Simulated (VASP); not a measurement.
CuPt:

```xyz
2
Lattice="1.3701 0.7910 4.3101 -1.3701 0.7910 4.3101 0.0000 -1.5820 4.3101" Properties=species:S:1:pos:R:3 pbc="T T T"
Cu    0.0000    0.0000    0.0000
Pt    0.0000    0.0000    6.4652
```

| Quantity | Value |
| --- | --- |
| Program | VASP 6.6.1 |
| Task | relaxation of cell and atoms |
| Functional | LDA |
| Potentials or basis | VASP PAW LDA potentials, release 64 (Cu, Pt) |
| Cutoff | 600 eV |
| k mesh | 18 × 18 × 18 |
| Occupations | gaussian, width 0.1 eV |
| Spin | no spin polarisation |

At the start: pressure -13.6 GPa; volume 14.01 Å³/atom.

Problem. How do energy, volume and symmetry change on relaxing?

Solution. Over 9 steps the energy falls by 41.2 meV/atom and the volume is 13.12 Å³/atom (-6.4 %); space group R-3m (No. 166, to 0.05 Å).

Step by step:
| step | energy change (eV) | largest force (eV/Å) | pressure (GPa) | volume (Å³) |
| --- | --- | --- | --- | --- |
| 1 | 0.0000 | 0.0000 | -13.63 | 28.03 |
| 2 | 0.2017 | 0.0000 | 36.72 | 23.46 |
| 3 | -0.0818 | 0.0000 | -0.52 | 26.29 |
| 4 | -0.0819 | 0.0000 | -0.09 | 26.25 |
| 5 | -0.0819 | 0.0000 | 0.23 | 26.21 |
| 6 | -0.0824 | 0.0000 | 0.21 | 26.21 |
| 7 | -0.0824 | 0.0000 | 0.22 | 26.20 |
| 8 | -0.0824 | 0.0000 | -0.38 | 26.27 |
| 9 | -0.0824 | 0.0000 | 0.00 | 26.23 |

Final structure:
```cif
data_structure
_symmetry_space_group_name_H-M 'P 1'
_symmetry_Int_Tables_number 1
_cell_length_a 4.4736
_cell_length_b 4.4736
_cell_length_c 4.4736
_cell_angle_alpha 34.948
_cell_angle_beta 34.948
_cell_angle_gamma 34.948
_cell_volume 26.23
loop_
_atom_site_label
_atom_site_type_symbol
_atom_site_fract_x
_atom_site_fract_y
_atom_site_fract_z
_atom_site_occupancy
Cu1 Cu 0.00000 0.00000 0.00000 1
Pt1 Pt 0.50000 0.50000 0.50000 1
```
